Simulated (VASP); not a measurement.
# Al (Fm-3m) in VASP: density of states with LDA

Aim: the density of states of Al with LDA.

Everything below comes from runs of VASP 6.6.1. Logs are shortened: lines on timing, memory, paths and dates and some standing lists are left out, and cuts for length are marked.

**1. The cell of the first run**

It takes space group Fm-3m (No. 225, cubic). Conventional cell: a = 3.985 Å, b = 3.985 Å, c = 3.985 Å, α = 90.00°, β = 90.00°, γ = 90.00°. Within 3.7 Å of Al (site symmetry m-3m) lie 12 Al at 2.82 Å.

**2. Density of states, LDA**

The input, POSCAR:

```
Al
1.0
    0.0000000000      1.9923889071      1.9923889071
    1.9923889071      0.0000000000      1.9923889071
    1.9923889071      1.9923889071      0.0000000000
Al
1
Direct
    0.0000000000      0.0000000000      0.0000000000
```

The input, INCAR.step1:

```
SYSTEM = Al
  PREC = Accurate
  ENCUT = 520
  EDIFF = 1E-6
  ISMEAR = 0
  SIGMA = 0.05
  LREAL = .False.
  LASPH = .True.
  NELM = 100
  ALGO = Normal
  ISIF = 2
  LWAVE = .False.
  LCHARG = .True.
  NBANDS = 8
```

The input, KPOINTS.step1:

```
Automatic mesh
0
Gamma
  18 18 18
  0 0 0
```

The input, INCAR.step2:

```
SYSTEM = Al
  PREC = Accurate
  ENCUT = 520
  EDIFF = 1E-6
  ISMEAR = -5
  SIGMA = 0.05
  LREAL = .False.
  LASPH = .True.
  NELM = 100
  ALGO = Normal
  ISIF = 2
  LWAVE = .False.
  LCHARG = .False.
  LORBIT = 11
  NBANDS = 8
  NEDOS = 1001
  ICHARG = 11
```

The input, KPOINTS.step2:

```
Automatic mesh
0
Gamma
  27 27 27
  0 0 0
```

Potentials or basis: VASP PAW LDA potentials, release 64 (Al).

Command:

```console
> cat potpaw_LDA.64/Al/POTCAR > POTCAR
> cp INCAR.step1 INCAR
> cp KPOINTS.step1 KPOINTS
> mpirun -np 1 vasp_std > vasp.out
> cp INCAR.step2 INCAR
> cp KPOINTS.step2 KPOINTS
> mpirun -np 1 vasp_std > vasp.out
```

OUTCAR:

```text
SYSTEM = Al
   PREC = Accurate
   ENCUT = 520
   EDIFF = 1E-6
   ISMEAR = -5
   LREAL = .False.
   LASPH = .True.
   NELM = 100
   ISIF = 2
   LORBIT = 11
   ICHARG = 11

 ion  position               nearest neighbor table
   1  0.000  0.000  0.000-

  LATTYP: Found a face centered cubic cell.
 ALAT       =     3.9847778142

  Lattice vectors:

 A1 = (   0.0000000000,   1.9923889071,   1.9923889071)
 A2 = (   1.9923889071,   0.0000000000,   1.9923889071)
 A3 = (   1.9923889071,   1.9923889071,   0.0000000000)

Analysis of symmetry for initial positions (statically):
=====================================================================
 Subroutine PRICEL returns:
 Original cell was already a primitive cell.

 Routine SETGRP: Setting up the symmetry group for a
 face centered cubic supercell.

 Subroutine GETGRP returns: Found 48 space group operations
 (whereof 48 operations were pure point group operations)
 out of a pool of 48 trial point group operations.

The static configuration has the point symmetry O_h .

Analysis of symmetry for dynamics (positions and initial velocities):
=====================================================================
 Subroutine PRICEL returns:
 Original cell was already a primitive cell.

 Routine SETGRP: Setting up the symmetry group for a
 face centered cubic supercell.

 Subroutine GETGRP returns: Found 48 space group operations
 (whereof 48 operations were pure point group operations)
 out of a pool of 48 trial point group operations.

The dynamic configuration has the point symmetry O_h .

 Subroutine INISYM returns: Found 48 space group operations
 (whereof 48 operations are pure point group operations),
 and found     1 'primitive' translations

----------------------------------------------------------------------------------------

                                     Primitive cell

  volume of cell :      15.8180

  direct lattice vectors                    reciprocal lattice vectors
     0.000000000  1.992388907  1.992388907    -0.250955021  0.250955021  0.250955021
     1.992388907  0.000000000  1.992388907     0.250955021 -0.250955021  0.250955021
     1.992388907  1.992388907  0.000000000     0.250955021  0.250955021 -0.250955021

  length of vectors
     2.817663414  2.817663414  2.817663414     0.434666847  0.434666847  0.434666847

  position of ions in fractional coordinates (direct lattice)
     0.000000000  0.000000000  0.000000000

  ion indices of the primitive-cell ions
   primitive index   ion index
                 1           1

----------------------------------------------------------------------------------------

 KPOINTS: Automatic mesh

Automatic generation of k-mesh.
 Grid dimensions read from file:
 generate k-points for:   27   27   27

 Generating k-lattice:

  Cartesian coordinates                     Fractional coordinates (reciprocal lattice)
    -0.009294630  0.009294630  0.009294630     0.037037037  0.000000000  0.000000000
     0.009294630 -0.009294630  0.009294630     0.000000000  0.037037037  0.000000000
     0.009294630  0.009294630 -0.009294630     0.000000000  0.000000000  0.037037037

  Length of vectors
     0.016098772  0.016098772  0.016098772

  Shift w.r.t. Gamma in fractional coordinates (k-lattice)
     0.000000000  0.000000000  0.000000000

 TETIRR: Found   2653 inequivalent tetrahedra from   118098

 Subroutine IBZKPT returns following result:
 ===========================================

 Found    560 irreducible k-points:

 Following reciprocal coordinates:
            Coordinates               Weight
  0.000000  0.000000  0.000000      1.000000
  0.037037  0.000000  0.000000      8.000000
  0.074074  0.000000  0.000000      8.000000
  0.111111  0.000000  0.000000      8.000000
  0.148148  0.000000  0.000000      8.000000
  0.185185  0.000000  0.000000      8.000000
[... 16 lines left out ...]
  0.333333  0.037037  0.000000     24.000000
  0.370370  0.037037  0.000000     24.000000
 [... further k-points ...]
   k-points           NKPTS =    560   k-points in BZ     NKDIM =    560   number of bands    NBANDS=      8
   number of dos      NEDOS =   1001   number of ions     NIONS =      1
   total plane-waves  NPLWV =  13824
   dimension x,y,z NGX =    24 NGY =   24 NGZ =   24
   dimension x,y,z NGXF=    48 NGYF=   48 NGZF=   48
   ions per type =               1
   NGX,Y,Z   is equivalent  to a cutoff of  14.16, 14.16, 14.16 a.u.
   NGXF,Y,Z  is equivalent  to a cutoff of  28.32, 28.32, 28.32 a.u.
 SYSTEM =  Al
   PREC   = accura    normal or accurate (medium, high low for compatibility)
   ISTART =      0    job   : 0-new  1-cont  2-samecut
   ICHARG =     11    charge: 1-file 2-atom 10-const
   ISPIN  =      1    spin polarized calculation?
   LNONCOLLINEAR =      F non collinear calculations
   LSORBIT =      F    spin-orbit coupling
   LASPH  =      T    aspherical Exc in radial PAW
   ENCUT  =  520.0 eV  38.22 Ry    6.18 a.u.   5.24  5.24  5.24*2*pi/ulx,y,z
   NELM   =    100;   NELMIN=  2; NELMDL=  0     # of ELM steps
   EDIFF  = 0.1E-05   stopping-criterion for ELM
   LREAL  =      F    real-space projection
   EDIFFG = 0.1E-04   stopping-criterion for IOM
   NSW    =      0    number of steps for IOM
   IBRION =     -1    ionic relax: 0-MD 1-quasi-New 2-CG
   NFREE  =      0    steps in history (QN), initial steepest desc. (CG)
   ISIF   =      2    stress and relaxation
   ISYM   =      2    0-nonsym 1-usesym 2-fastsym
   POTIM  = 0.5000    time-step for ionic-motion
   TEBEG  =    0.0;   TEEND  =   0.0 temperature during run
   PSTRESS=    0.0 pullay stress
   NELECT =       3.0000    total number of electrons
   NUPDOWN=      -1.0000    fix difference up-down
   EMIN   =  10.00;   EMAX   =-10.00  energy-range for DOS
   EFERMI =   0.00;   METHOD = LEGACY
   ISMEAR =    -5;   SIGMA  =   0.05  broadening in eV -4-tet -1-fermi 0-gaus
   EFERMI_NEDOS =   21; number of points for ismear=-14 and -15
   IALGO  =     38    algorithm
   IMIX   =      4    mixing-type and parameters
     AMIX     =   0.40;   BMIX     =  1.00
     AMIX_MAG =   1.60;   BMIX_MAG =  1.00
  volume/ion in A,a.u.               =      15.82       106.75
  Fermi-wavevector in a.u.,A,eV,Ry     =   0.940584  1.777447 12.037063  0.884699
  Thomas-Fermi vector in A             =   2.068011
   LORBIT       =     11    0 simple, 1 ext, 2 COOP (PROOUT), +10 PAW based schemes
   GGA     = CA    functional components
   LHFCALC =     F    Hartree Fock is set to
   AEXX    =    0.0000 exact exchange contribution
   IVDW    =     0    specifies the selected vdW correction
   LEPSILON=     F    determine dielectric tensor
   LRPA    =     F    only Hartree local field effects (RPA)
 non-spin polarized calculation
 Fermi weights with tetrahedron method with Bloechl corrections
  energy-cutoff  :      520.00
  volume of cell :       15.82
 maximum number of plane-waves:       444
 NGX is ok and might be reduce to    24

 number of electron       3.0000000 magnetization

 Free energy of the ion-electron system (eV)
  ---------------------------------------------------
  ext. energy  EPLUGINS =         0.00000000
  ---------------------------------------------------
  free energy    TOTEN  =        -4.19209955 eV

  energy without entropy =       -4.19209955  energy(sigma->0) =       -4.19209955

 E-fermi :   8.2582     XC(G=0): -10.5008

 val. band max:        8.3578660192   @ k =  -0.3704   0.4444   0.1481
 cond. band min:       8.1956430886   @ k =  -0.2963   0.4815   0.1852
 fundamental gap:     -0.1622229305
 Fermi energy:         8.2581620675

 k-point     1 :       0.0000    0.0000    0.0000
  band No.  band energies     occupation
      1      -3.1577      2.00000
      2      21.0377      0.00000
      3      21.0377      0.00000
      4      21.0377      0.00000
      5      22.6859      0.00000
      6      22.6859      0.00000
      7      22.6859      0.00000
      8      25.1584      0.00000

 k-point     2 :       0.0370    0.0000    0.0000
  band No.  band energies     occupation
      1      -3.1194      2.00000
      2      20.2197      0.00000
      3      20.8902      0.00000
      4      20.8902      0.00000
      5      22.8929      0.00000
      6      22.8929      0.00000
      7      23.0833      0.00000
      8      25.5547      0.00000

 k-point     3 :       0.0741    0.0000    0.0000
  band No.  band energies     occupation
      1      -3.0047      2.00000
      2      18.8004      0.00000
      3      20.5778      0.00000
      4      20.5778      0.00000
      5      23.3430      0.00000
      6      23.3796      0.00000
      7      23.3796      0.00000
      8      26.6444      0.00000

 k-point     4 :       0.1111    0.0000    0.0000
  band No.  band energies     occupation
      1      -2.8137      2.00000
      2      17.2832      0.00000
      3      20.2416      0.00000
      4      20.2416      0.00000
      5      23.3440      0.00000
      6      23.9827      0.00000
      7      23.9827      0.00000
      8      26.4418      0.00000

 k-point     5 :       0.1481    0.0000    0.0000
  band No.  band energies     occupation
      1      -2.5468      2.00000
      2      15.7606      0.00000
      3      19.9345      0.00000
      4      19.9345      0.00000
      5      23.2488      0.00000
      6      24.5189      0.00000
      7      24.5189      0.00000
      8      25.8605      0.00000
[... 177 lines left out ...]
 k-point    22 :       0.2963    0.0370    0.0000
  band No.  band energies     occupation
      1      -0.8935      2.00000
      2      10.5154      0.00000
      3      18.5130      0.00000
      4      19.6420      0.00000
      5      21.6544      0.00000
      6      23.3657      0.00000
      7      23.4499      0.00000
      8      26.9373      0.00000

 k-point    23 :       0.3333    0.0370    0.0000
  band No.  band energies     occupation
      1      -0.2803      2.00000
      2       9.1977     -0.07131
      3      18.4669      0.00000
      4      19.6030      0.00000
      5      21.0276      0.00000
      6      22.8422      0.00000
      7      23.3703      0.00000
      8      26.4751      0.00000

 k-point    24 :       0.3704    0.0370    0.0000
  band No.  band energies     occupation
      1       0.4048      2.00000
      2       7.9385      1.63489
      3      18.4839      0.00000
      4      19.6246      0.00000
      5      20.4593      0.00000
      6      22.2864      0.00000
      7      23.4331      0.00000
      8      25.9065      0.00000

 [... further k-points ...]

------------------------ aborting loop because EDIFF is reached ----------------------------------------

  FORCE on cell =-STRESS in cart. coord.  units (eV):
  Direction    XX          YY          ZZ          XY          YZ          ZX
  --------------------------------------------------------------------------------------
  -------------------------------------------------------------------------------------
  Total       -0.0180512     -0.0180512     -0.0180512     -0.0000000      0.0000000      0.0000000
  in kB       -1.8283726     -1.8283726     -1.8283726     -0.0000000      0.0000000      0.0000000
  external PRESSURE =      -1.8283726 kB  Pullay stress =       0.0000000 kB

 VOLUME and BASIS-vectors are now :
 -----------------------------------------------------------------------------
  energy-cutoff  :      520.00
  volume of cell :       15.82
      direct lattice vectors                 reciprocal lattice vectors
     0.000000000  1.992388907  1.992388907    -0.250955021  0.250955021  0.250955021
     1.992388907  0.000000000  1.992388907     0.250955021 -0.250955021  0.250955021
     1.992388907  1.992388907  0.000000000     0.250955021  0.250955021 -0.250955021

 POSITION                                       TOTAL-FORCE (eV/Angst)
 -----------------------------------------------------------------------------------
      0.00000      0.00000      0.00000         0.000000      0.000000      0.000000
 -----------------------------------------------------------------------------------
    total drift:                                0.000000     -0.000000     -0.000000

  FREE ENERGIE OF THE ION-ELECTRON SYSTEM (eV)
  ---------------------------------------------------
  free  energy   TOTEN  =        -4.1920995511 eV

  energy  without entropy=       -4.1920995511  energy(sigma->0) =       -4.19209955

 total charge

# of ion       s       p       d       tot
------------------------------------------
    1        0.438   0.362   0.000   0.800
```

Run time: 35 s. Hardware: 1 thread of Intel Xeon 6975P-C, shared host; peak memory 0.17 GiB.

What came out:

```
Valence electrons inside the program's atomic spheres : Al 0.80
```

Caveat: tetrahedron occupations give inexact forces and stress in metals.
